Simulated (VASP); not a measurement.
BP:

```
CELL_PARAMETERS angstrom
0.00000 2.26832 2.26832
2.26832 0.00000 2.26832
2.26832 2.26832 0.00000
ATOMIC_POSITIONS crystal
B 0.00000 0.00000 0.00000
P 0.25000 0.25000 0.25000
```

Base run:

```yaml
Program: VASP 6.6.1
Functional: r2SCAN
Potentials_or_basis: VASP PAW PBE potentials, release 64 (B, P)
Cutoff: 520 eV
k_mesh: 6 × 6 × 6
Occupations: gaussian, width 0.01 eV
Spin: no spin polarisation
```

Its results: band gap on the k mesh 1.54 eV, indirect (least direct gap 3.64 eV); pressure -0.4 GPa.

**Question.** After a change of settings the same cell gave: band gap on the k mesh 1.33 eV, indirect (least direct gap 3.40 eV); pressure 1.2 GPa. Which change was it?
A. functional from r2SCAN to HSE06; further incar settings from ALGO = Normal; EDIFF = 1e-07; NBANDS = 11 to ALGO = Normal; EDIFF = 1e-06; NBANDS = 11
B. functional from r2SCAN to PBE0; further incar settings from ALGO = Normal; EDIFF = 1e-07; NBANDS = 11 to ALGO = Normal; EDIFF = 1e-06; NBANDS = 11
C. functional from r2SCAN to PBE

**Answer.** C.

r2SCAN gives the wider gap, since meta-GGAs in the generalised Kohn-Sham scheme recover part of the derivative discontinuity.

Caveats: the PAW data sets were made with another functional, which shifts forces and pressure a little (some runs).
